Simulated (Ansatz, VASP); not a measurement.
SnO2: VASP beside Ansatz

The input INCAR:

```
ALGO = Normal
EDIFF = 1E-6
ENCUT = 600
GGA = PE
GGA_COMPAT = F
ISIF = 2
ISMEAR = 0
LASPH = T
LCHARG = T
LELF = T
LREAL = F
LVHAR = T
LWAVE = F
NBANDS = 35
NELM = 120
PREC = Accurate
SIGMA = 0.18
```

Contents of KPOINTS:

```
k-points
0
Gamma
  4 4 6
```

The input POSCAR:

```
SnO2
1.0
    4.7083472500      0.0000000000      0.0000000000
    0.0000000000      4.7083472500      0.0000000000
    0.0000000000      0.0000000000      3.1665573100
Sn O
2 4
Direct
    0.0000000000      0.0000000000      0.0000000000
    0.5000000000      0.5000000000      0.5000000000
    0.3065000000      0.3065000000      0.0000000000
    0.1935000000      0.8065000000      0.5000000000
    0.6935000000      0.6935000000      0.0000000000
    0.8065000000      0.1935000000      0.5000000000
```

Input for Ansatz:

```yaml
crystal:
  lattice:
    - [4.70834725, 0.0, 0.0]
    - [0.0, 4.70834725, 0.0]
    - [0.0, 0.0, 3.16655731]
  atoms:
    - { symbol: Sn, position: [0.0, 0.0, 0.0] }
    - { symbol: Sn, position: [0.5, 0.5, 0.5] }
    - { symbol: O, position: [0.3065, 0.3065, 0.0] }
    - { symbol: O, position: [0.1935, 0.8065, 0.5] }
    - { symbol: O, position: [0.6935, 0.6935, 0.0] }
    - { symbol: O, position: [0.8065, 0.1935, 0.5] }
  symmetry: { tolerance: 0.0003 }
kpoints:
  mp_grid: { grid: [4, 4, 6], shift: [0, 0, 0] }
magnetization:
  spin_polarized: false
scf:
  occupations: { method: gaussian, width: 0.18 }
  n_extra_bands: 4
hamiltonian:
  pseudopotentials: { kind: paw }
  xc: pbe
basis:
  ecutwfc: 420
output:
  forces: true
  stress: true
  eigenvalues: true
```

Alike in both runs: task single point; functional PBE; k mesh 4 × 4 × 6; occupations gaussian, width 0.18 eV; no spin polarisation.

|  | VASP | Ansatz |
| --- | --- | --- |
| version | VASP 6.6.1 | Ansatz 0.2.0 |
| potentials or method | VASP PAW PBE potentials, release 64 (Sn_d, O), cutoff 600 eV | PAW plane waves |
| valence electrons in the cell | 52 | 52 |

```tsv
	VASP	Ansatz	Ansatz less VASP
gap on the k mesh at the Fermi level (eV)	1.48	1.49	+0.008
pressure (GPa)	16.0	15.5	-0.50
traceless stress, the component that is largest in VASP (GPa)	2.89	2.67	-0.218
rms of the force components (eV/Å)	0.127	0.119	-0.0085
```

Atom by atom the forces differ by 0.008 eV/Å (rms over components). The functional is the same, so the differences come from potentials, cutoffs and numerics.
